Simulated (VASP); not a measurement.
Input of a VASP 6.6.1 run:

File INCAR:

```
SYSTEM = Bi2Se3
PREC = Accurate ; ENCUT = 520
EDIFF = 1E-8 ; ISMEAR = -1
SIGMA = 0.03 ; LREAL = .FALSE.
LASPH = .TRUE. ; NELM = 80
ALGO = Normal ; ISIF = 2
LWAVE = .FALSE. ; LCHARG = .FALSE.
GGA = PE ; LEFG = .TRUE.
NBANDS = 32
```

KPOINTS

```
Automatic mesh
0
G
  6 6 6
  0 0 0
```

File POSCAR:

```
Bi2Se3
1.0
    1.9640861900      1.0798123836      9.5126552003
   -2.1789124036      1.1212423696      9.5540851862
   -0.0715336865     -2.4874146533      9.5692496135
Bi Se
2 3
Direct
    0.4008000000      0.4008000000      0.4008000000
    0.5992000000      0.5992000000      0.5992000000
    0.0000000000      0.0000000000      0.0000000000
    0.2117000000      0.2117000000      0.2117000000
    0.7883000000      0.7883000000      0.7883000000
```

Potentials or basis: VASP PAW PBE potentials, release 64 (Bi_d, Se).

Run with:

```bash
$ cat potpaw_PBE.64/Bi_d/POTCAR potpaw_PBE.64/Se/POTCAR > POTCAR
$ mpirun -np 1 vasp_std > vasp.out
```

Task: Estimate the largest force.

Result: 0.267 eV/Å.

Task: Estimate the band gap on the k mesh.

Result: 0.21 eV.

Task: Predict the pressure.

Result: 2.6 GPa.

Stress tensor (GPa, compression positive):
```
1.93 0.17 0.56
0.17 3.21 1.22
0.56 1.22 2.62
```

Caveat: the cell differs from its parent crystal (equal xy, yz and zx shear strains of -2 %); without QUAD_EFG the Cq values of the log hold for a quadrupole moment of 1 mb, not for the nuclei; spin-orbit coupling is left out, which moves the levels of the heavy elements. A k mesh can miss the band edges.
